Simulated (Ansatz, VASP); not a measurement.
## TePt in VASP and in Ansatz

INCAR

```
PREC = Accurate ; ENCUT = 520
EDIFF = 1E-6 ; ISMEAR = 0
SIGMA = 0.15 ; LREAL = F
LASPH = T ; NELM = 80
ALGO = Normal ; ISIF = 2
LWAVE = F ; LCHARG = F
GGA = PS ; NBANDS = 24
```

Contents of KPOINTS:

```
regular mesh
0
Gamma
  15 15 15
```

POSCAR

```
TePt
1.0
    1.8515486852      1.0689921319      6.9684886317
   -1.8515486852      1.0689921319      6.9684886317
    0.0000000000     -2.1379842637      6.9684886317
Te Pt
2 2
Direct
    0.5984717212      0.5984717212      0.5984717212
    0.4015282788      0.4015282788      0.4015282788
    0.8698238680      0.8698238680      0.8698238680
    0.1301761320      0.1301761320      0.1301761320
```

Input for Ansatz:

```yaml
crystal:
  lattice:
    - [1.8515486852, 1.0689921319, 6.9684886317]
    - [-1.8515486852, 1.0689921319, 6.9684886317]
    - [0.0, -2.1379842637, 6.9684886317]
  atoms:
    - { symbol: Te, position: [0.5984717212, 0.5984717212, 0.5984717212] }
    - { symbol: Te, position: [0.4015282788, 0.4015282788, 0.4015282788] }
    - { symbol: Pt, position: [0.869823868, 0.869823868, 0.869823868] }
    - { symbol: Pt, position: [0.130176132, 0.130176132, 0.130176132] }
basis:
  ecutwfc: 420
kpoints:
  mp_grid: { grid: [15, 15, 15] }
hamiltonian:
  xc: pbesol
  pseudopotentials: { kind: paw, azcp: { folder: soft_1 } }
scf:
  occupations: { method: gaussian, width: 0.15 }
output:
  forces: true
  stress: true
  eigenvalues: true
```

Alike in both runs: task single point; functional PBEsol; k mesh 15 × 15 × 15; occupations gaussian, width 0.15 eV; no spin polarisation.

|  | VASP | Ansatz |
| --- | --- | --- |
| version | VASP 6.6.1 | Ansatz 0.2.0 |
| potentials or method | VASP PAW PBE potentials, release 64 (Te, Pt), cutoff 520 eV | scalar-relativistic, plane waves, PAW |
| valence electrons in the cell | 32 | 68 |

```tsv
	VASP	Ansatz	Ansatz less VASP
gap on the k mesh at the Fermi level (eV)	none	none	-
pressure (GPa)	17.5	17.6	+0.11
traceless stress, the component that is largest in VASP (GPa)	-6.43	-6.39	+0.039
rms of the force components (eV/Å)	0.628	0.630	+0.0014
```

VASP's potentials were made for PBE, not for PBEsol, and Ansatz warns of the same on its side. Atom by atom the forces differ by 0.003 eV/Å (rms over components). A gap of «none» marks a metal or a gap that the smearing closes. VASP's potentials hold 32 valence electrons a cell and Ansatz's 68, so a difference there can come from the potentials and not from the codes.

Neither program's run includes spin-orbit coupling.
